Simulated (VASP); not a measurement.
Write the native input for VASP 6.6.1 that does the following.

```yaml
Task: single point
Functional: PBEsol
Potentials_or_basis: VASP PAW PBE potentials, release 64 (Au)
Cutoff: 520 eV
k_mesh: 1 × 1 × 1
Occupations: fermi-dirac, width 0.01 eV
Spin: collinear spin, ferromagnetic start
Starting_moments: "[3.0] μB"
Dipole_correction: no
Further_INCAR_settings: ALGO = Normal; EDIFF = 1e-06; NBANDS = 16; ISYM = 0
```

The structure of Au lies in POSCAR:

```
Au
1.0
   14.0000000000      0.0000000000      0.0000000000
    0.0000000000     14.4000000000      0.0000000000
    0.0000000000      0.0000000000     14.8000000000
Au
1
Direct
    0.5000000000      0.5000000000      0.5000000000
```

The input as run:

INCAR

```
SYSTEM = Au
ALGO = Normal
EDIFF = 1E-6
ENCUT = 520
GGA = PS
ISIF = 2
ISMEAR = -1
ISPIN = 2
ISYM = 0
LASPH = .TRUE.
LCHARG = .TRUE.
LELF = .TRUE.
LMAXMIX = 4
LORBIT = 11
LREAL = .FALSE.
LVHAR = .TRUE.
LWAVE = .FALSE.
MAGMOM = 3
NBANDS = 16
NELM = 150
PREC = Accurate
SIGMA = 0.01
```

KPOINTS

```
k-points
0
G
  1 1 1
  0 0 0
```

Potentials or basis: VASP PAW PBE potentials, release 64 (Au).

The run is started by

```bash
$ cat potpaw_PBE.64/Au/POTCAR > POTCAR
$ mpirun -np 1 vasp_gam > vasp.out
```

Results of the run:

| Property | Result |
| --- | --- |
| Pressure | 0.0 GPa |
| Band gap on the k mesh | 0.77 eV |
| Net moment | 1.00 μB per cell |
| Site moments | Au +0.44 μB |
| Valence electrons inside the program's atomic spheres | Au 9.50 |

Caveat: the PAW data sets were made with another functional, which shifts forces and pressure a little; spin-orbit coupling is left out, which moves the levels of the heavy elements.

Run time: 13 min on 1 thread of AMD EPYC 7R13, on a shared host, peak memory 2.7 GiB.
